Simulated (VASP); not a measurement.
A run of VASP 6.6.1:

The input INCAR:

```
SYSTEM = H2CO2
ALGO = Normal ; EDIFF = 1E-6
ENCUT = 1000 ; GGA = PS
GGA_COMPAT = .FALSE. ; ISIF = 2
ISMEAR = -1 ; LASPH = .TRUE.
LCHARG = .FALSE. ; LREAL = Auto
LWAVE = .FALSE. ; NBANDS = 98
NELM = 120 ; PREC = Accurate
SIGMA = 0.05
```

Contents of KPOINTS:

```
k-points
0
G
  1 1 1
  0 0 0
```

File POSCAR:

```
H2CO2
1.0
    7.3876590000      0.0000000000      0.0000000000
    0.0000000000      7.3876590000      0.0000000000
    0.0000000000      0.0000000000      7.3876590000
O C H
16 8 16
Direct
    0.3981234109      0.0779543290      0.7973026367
    0.4253038750      0.2342826056      1.0585355929
    0.0249064013      0.7808833624      0.9903272471
    0.1046068856      0.5720756738      0.7886124684
    0.4603352699      0.1160178075      0.4227320184
    0.7274699604      0.2816859847      0.4251414420
    0.9942391764     -0.0552137017      0.4720439858
    1.0512396417      0.1248298006      0.7149896875
    0.0888914878      0.6097736780      0.3858461794
    0.3790104551      0.5338091539      0.4553675258
    0.7531885270      0.5007404917      0.7779595674
    0.8034750927      0.7948796770      0.7173991111
   -0.0920453962      0.1066372988      0.0862248785
    0.1056627005      0.2873711415      0.2199208166
    0.7088036955      0.8196913258      0.2974284547
    0.4868389296      0.7530667022      0.0816226087
    0.4805852571      0.1316113805      0.9453468277
    0.1284303999      0.6442500933      0.9430186206
    0.5921767640      0.2197583835      0.5047471736
    1.0847143865      0.0538194846      0.5665123417
    0.2432028874      0.6292791803      0.4679425512
    0.7132029240      0.6497998892      0.6963911031
   -0.0432613362      0.2647117307      0.1465416853
    0.5818081208      0.7125125835      0.2149801446
    0.2618150080      0.1043226278      0.8025546388
    0.6098007501      0.0655417366      0.9453468277
   -0.0555250317      0.7912926138      0.8760826671
    0.2377072358      0.5838520701      1.0233417650
    0.4764296782      0.1453505095      0.2865860484
    0.5645631451      0.2261338808      0.6442771655
    0.8800893490     -0.0703605838      0.5430543018
    1.2191142011      0.0643640969      0.5058706689
    0.1127556104      0.4985747176      0.3043318594
    0.2332403269      0.7438892347      0.5718997046
    0.9058349878      0.5212070563      0.7959219558
    0.5806169451      0.6484598166      0.6402434113
   -0.0139150981     -0.0001488970      0.1135677757
   -0.1450391795      0.3740427110      0.1160042714
    0.7143940997      0.9387818252      0.2389931641
    0.6165281857      0.5762177166      0.2556831603
```

Potentials or basis: VASP PAW PBE potentials, release 64 (O_h, C_h, H_h).

Command:

```console
$ cat potpaw_PBE.64/O_h/POTCAR potpaw_PBE.64/C_h/POTCAR potpaw_PBE.64/H_h/POTCAR > POTCAR
$ mpirun -np 1 vasp_gam > vasp.out
```

Hardware: 1 thread of Intel(R) Xeon(R) Platinum 8259CL CPU @ 2.50GHz (Skylake/Cascade Lake) (shared host).

Problem. How long does it take, and how much memory?

Solution. It took 2.7 min on 1 thread of Intel(R) Xeon(R) Platinum 8259CL CPU @ 2.50GHz (Skylake/Cascade Lake), on a shared host, peak memory 0.94 GiB. Counts: scf iterations 17, k points 1.
